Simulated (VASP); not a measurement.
# Si2Mo in VASP: single point with PBEsol

Aim: the single point of Si2Mo with PBEsol.

Everything below comes from runs of VASP 6.6.1. Logs are shortened: lines on timing, memory, paths and dates and some standing lists are left out, and cuts for length are marked.

**1. The cell of the first run**

The cell holds a slab with vacuum, 18 atoms: a = 4.511 Å, b = 4.515 Å, c = 26.079 Å, α = 90.00°, β = 90.00°, γ = 90.00°.

**2. Single point, PBEsol**

INCAR

```
SYSTEM = Si2Mo
PREC     = Accurate       ! precision mode
ENCUT    = 520            ! plane-wave cutoff, eV
EDIFF    = 1E-6           ! SCF threshold, eV
ISMEAR   = 0              ! smearing method
SIGMA    = 0.1            ! smearing width, eV
LREAL    = Auto         
LASPH    = .True.         ! aspherical terms in the spheres
NELM     = 60             ! most SCF steps
ALGO     = Normal         ! electronic algorithm
ISIF     = 2              ! what is computed and relaxed
LWAVE    = .False.        ! write WAVECAR
LCHARG   = .False.        ! write CHGCAR
LDIPOL   = .True.       
IDIPOL   = 3            
DIPOL    = 0.5 0.5 0.500
GGA      = PS             ! functional
NBANDS   = 81             ! bands
```

KPOINTS

```
Automatic mesh
0
Gamma
  8 8 1
  0 0 0
```

POSCAR

```
Si2Mo
1.0
    4.5114404978      0.0000000000      0.0000000000
    0.0000000000      4.5146191219      0.0000000000
    0.0000000000      0.0000000000     26.0792390753
Si Mo
12 6
Direct
    0.5000000000      0.7524734080      0.2875850779
    0.0000000000      0.4971746791      0.3130772286
    0.0000000000      0.0021214952      0.3625093995
    0.5000000000      0.7468227662      0.3880015502
    0.5000000000      0.2517695823      0.4374337211
    0.0000000000      0.9964708534      0.4629258718
    0.0000000000      0.5014176694      0.5123580427
    0.5000000000      0.2461189405      0.5378501935
    0.5000000000      0.7510657565      0.5872823643
    0.0000000000      0.4957670276      0.6127745151
    0.0000000000      0.0007138437      0.6622066860
    0.5000000000      0.7454151147      0.6876988367
    0.5000000000      0.2496480871      0.3377933140
    0.0000000000      0.4992961743      0.4127176357
    0.5000000000      0.7489442614      0.4876419573
    0.0000000000      0.9985923485      0.5625662789
    0.5000000000      0.2482404356      0.6374906005
    0.0000000000      0.4978885228      0.7124149221
```

Potentials or basis: VASP PAW PBE potentials, release 64 (Si, Mo_sv).

On the command line:

```
> cat potpaw_PBE.64/Si/POTCAR potpaw_PBE.64/Mo_sv/POTCAR > POTCAR
> mpirun -np 1 vasp_std > vasp.out
```

OUTCAR:

```text
SYSTEM = Si2Mo
   PREC = Accurate
   ENCUT = 520
   EDIFF = 1E-6
   ISMEAR = 0
   LREAL = Auto
   LASPH = .True.
   NELM = 60
   ISIF = 2
   GGA = PS

 ion  position               nearest neighbor table
   1  0.500  0.752  0.288-  13 2.60   4 2.62   2 2.62   2 2.62  13 2.62
   2  0.000  0.497  0.313-   3 2.58  13 2.60  13 2.60  14 2.60   1 2.62   1 2.62   3 2.62
   3  0.000  0.002  0.363-   2 2.58  14 2.60  13 2.60  13 2.60   6 2.62   4 2.62   4 2.62   2 2.62
                            14 2.62
   4  0.500  0.747  0.388-   5 2.58  13 2.60  14 2.60  14 2.60  15 2.60   1 2.62   3 2.62   3 2.62
                             5 2.62  13 2.62
   5  0.500  0.252  0.437-   4 2.58  14 2.60  14 2.60  15 2.60  13 2.60   6 2.62   6 2.62   4 2.62
                             8 2.62  15 2.62
   6  0.000  0.996  0.463-   7 2.58  14 2.60  15 2.60  15 2.60  16 2.60   3 2.62   5 2.62   5 2.62
                             7 2.62  14 2.62
   7  0.000  0.501  0.512-   6 2.58  14 2.60  15 2.60  15 2.60  16 2.60   6 2.62   8 2.62   8 2.62
                            10 2.62  16 2.62
   8  0.500  0.246  0.538-   9 2.58  17 2.60  16 2.60  16 2.60  15 2.60   9 2.62   7 2.62   7 2.62
                             5 2.62  15 2.62
   9  0.500  0.751  0.587-   8 2.58  15 2.60  16 2.60  16 2.60  17 2.60   8 2.62  10 2.62  10 2.62
                            12 2.62  17 2.62
  10  0.000  0.496  0.613-  11 2.58  18 2.60  17 2.60  17 2.60  16 2.60   9 2.62   9 2.62  11 2.62
                             7 2.62  16 2.62
  11  0.000  0.001  0.662-  10 2.58  18 2.60  17 2.60  17 2.60  16 2.60  12 2.62  12 2.62  10 2.62
                            18 2.62
  12  0.500  0.745  0.688-  18 2.60  18 2.60  17 2.60  11 2.62  11 2.62   9 2.62  17 2.62
  13  0.500  0.250  0.338-   1 2.60   2 2.60   2 2.60   4 2.60   3 2.60   3 2.60   5 2.60   1 2.62
                             4 2.62  14 3.19  14 3.19
  14  0.000  0.499  0.413-   7 2.60   6 2.60   5 2.60   5 2.60   3 2.60   4 2.60   4 2.60   2 2.60
                             6 2.62   3 2.62  15 3.19  15 3.19  13 3.19  13 3.19
  15  0.500  0.749  0.488-   9 2.60   7 2.60   7 2.60   5 2.60   8 2.60   6 2.60   6 2.60   4 2.60
                             5 2.62   8 2.62  16 3.19  14 3.19  14 3.19  16 3.19
  16  0.000  0.999  0.563-   8 2.60   9 2.60   8 2.60   9 2.60   7 2.60  10 2.60   6 2.60  11 2.60
                            10 2.62   7 2.62  15 3.19  15 3.19  17 3.19  17 3.19
  17  0.500  0.248  0.637-   8 2.60  10 2.60  10 2.60  12 2.60   9 2.60  11 2.60  11 2.60   9 2.62
                            12 2.62  16 3.19  16 3.19  18 3.19  18 3.19
  18  0.000  0.498  0.712-  10 2.60  11 2.60  12 2.60  12 2.60  11 2.62  17 3.19  17 3.19

  LATTYP: Found a simple orthorhombic cell.
 ALAT       =     4.5114404978
 B/A-ratio  =     1.0007045697
 C/A-ratio  =     5.7806900231

  Lattice vectors:

 A1 = (   4.5114404978,   0.0000000000,   0.0000000000)
 A2 = (   0.0000000000,   4.5146191219,   0.0000000000)
 A3 = (   0.0000000000,   0.0000000000,  26.0792390753)

[... 179 lines left out ...]
  Fermi-wavevector in a.u.,A,eV,Ry     =   1.029254  1.945007 14.413508  1.059363
  Thomas-Fermi vector in A             =   2.163292
   LORBIT       =      0    0 simple, 1 ext, 2 COOP (PROOUT), +10 PAW based schemes
   GGA     = PS    functional components
   LHFCALC =     F    Hartree Fock is set to
   AEXX    =    0.0000 exact exchange contribution
   IVDW    =     0    specifies the selected vdW correction
   LEPSILON=     F    determine dielectric tensor
   LRPA    =     F    only Hartree local field effects (RPA)
 non-spin polarized calculation
 Gauss-broadening in eV      SIGMA  =   0.10
  energy-cutoff  :      520.00
  volume of cell :      531.17
 maximum number of plane-waves:     14342
 NGX is ok and might be reduce to    36
   NGX = 17   NGY = 17   NGZ = 97

 dipolmoment           0.000000      0.000000      0.657756 electrons x Angstroem

 number of electron     132.0000018 magnetization

 dipolmoment           0.000000      0.000000     -0.154685 electrons x Angstroem

 Free energy of the ion-electron system (eV)
  ---------------------------------------------------
  ext. energy  EPLUGINS =         0.00000000
  ---------------------------------------------------
  free energy    TOTEN  =      -142.73220042 eV

  energy without entropy =     -142.69594185  energy(sigma->0) =     -142.71407113

 E-fermi :   3.2674     XC(G=0):  -6.5401

 val. band max:        3.2611196541   @ k =   0.2500   0.0000   0.0000
 cond. band min:       3.2818821221   @ k =   0.5000   0.3750   0.0000
 fundamental gap:      0.0207624680
 Fermi energy:         3.2674272854

 k-point     1 :       0.0000    0.0000    0.0000
  band No.  band energies     occupation
      1     -57.1461      2.00000
      2     -57.1449      2.00000
      3     -57.1265      2.00000
      4     -57.1018      2.00000
      5     -57.0517      2.00000
      6     -57.0181      2.00000
[... 1933 lines left out ...]
     77       5.5716      0.00000
     78       5.6608      0.00000

 [... further k-points ...]

 [bands above 78 left out]

------------------------ aborting loop because EDIFF is reached ----------------------------------------

 vacuum level on the upper side and lower side of the slab       (xc-potential included)        -0.776         0.546

  FORCE on cell =-STRESS in cart. coord.  units (eV):
  Direction    XX          YY          ZZ          XY          YZ          ZX
  --------------------------------------------------------------------------------------
  -------------------------------------------------------------------------------------
  Total       -9.3262689     -6.7053094     -7.5882362      0.0000000     -1.2269959      0.0000000
  in kB      -28.1311348    -20.2254474    -22.8886489      0.0000000     -3.7010283      0.0000000
  external PRESSURE =     -23.7484104 kB  Pullay stress =       0.0000000 kB

 VOLUME and BASIS-vectors are now :
 -----------------------------------------------------------------------------
  energy-cutoff  :      520.00
  volume of cell :      531.17
      direct lattice vectors                 reciprocal lattice vectors
     4.511440498  0.000000000  0.000000000     0.221658692  0.000000000  0.000000000
     0.000000000  4.514619122  0.000000000     0.000000000  0.221502628  0.000000000
     0.000000000  0.000000000 26.079239075     0.000000000  0.000000000  0.038344677

 POSITION                                       TOTAL-FORCE (eV/Angst)
 -----------------------------------------------------------------------------------
      2.25572      3.39713      7.50000         0.000000      0.090695      0.957516
      0.00000      2.24455      8.16482         0.000000      0.091968      0.181374
      0.00000      0.00958      9.45397         0.000000     -0.014250     -0.992196
      2.25572      3.37162     10.11879         0.000000      0.179925     -0.546079
      2.25572      1.13664     11.40794         0.000000     -0.139780     -0.321774
      0.00000      4.49869     12.07275         0.000000      0.032538     -0.143805
[... 10 lines left out ...]
      2.25572      1.12071     16.62527         0.000000      0.360083     -0.414519
      0.00000      2.24778     18.57924         0.000000      0.240145     -2.455572
 -----------------------------------------------------------------------------------
    total drift:                                0.000000     -0.000375      0.000422

  FREE ENERGIE OF THE ION-ELECTRON SYSTEM (eV)
  ---------------------------------------------------
  free  energy   TOTEN  =      -142.7322004206 eV

  energy  without entropy=     -142.6959418480  energy(sigma->0) =     -142.71407113

 vacuum level on the upper side and lower side of the slab         6.475         7.870
```

Run time: 31 min. Hardware: 1 thread of Intel Xeon 6975P-C (Granite Rapids), shared host; peak memory 0.94 GiB.

What came out:

```yaml
Free_energy: -142.7322 eV
Largest_force: 2.467 eV/Å
Band_gap_on_the_k_mesh: zero (bands 66 and 67 overlap by 0.51 eV)
```

Forces in eV/Å, atoms in the order of the input:
```
Si   0.000  0.091  0.958
Si   0.000  0.092  0.181
Si   0.000 -0.014 -0.992
Si   0.000  0.180 -0.546
Si   0.000 -0.140 -0.322
Si   0.000  0.033 -0.144
Si   0.000 -0.081 -0.007
Si   0.000  0.066  0.288
Si   0.000 -0.169  0.417
Si   0.000  0.095  0.730
Si   0.000  0.020  1.383
Si   0.000 -0.649  0.233
Mo   0.000 -0.138  0.455
Mo   0.000 -0.019  0.166
Mo   0.000  0.073  0.142
Mo   0.000 -0.039 -0.071
Mo   0.000  0.360 -0.415
Mo   0.000  0.240 -2.456
```

Caveat: the PAW data sets were made with another functional, which shifts forces and pressure a little.
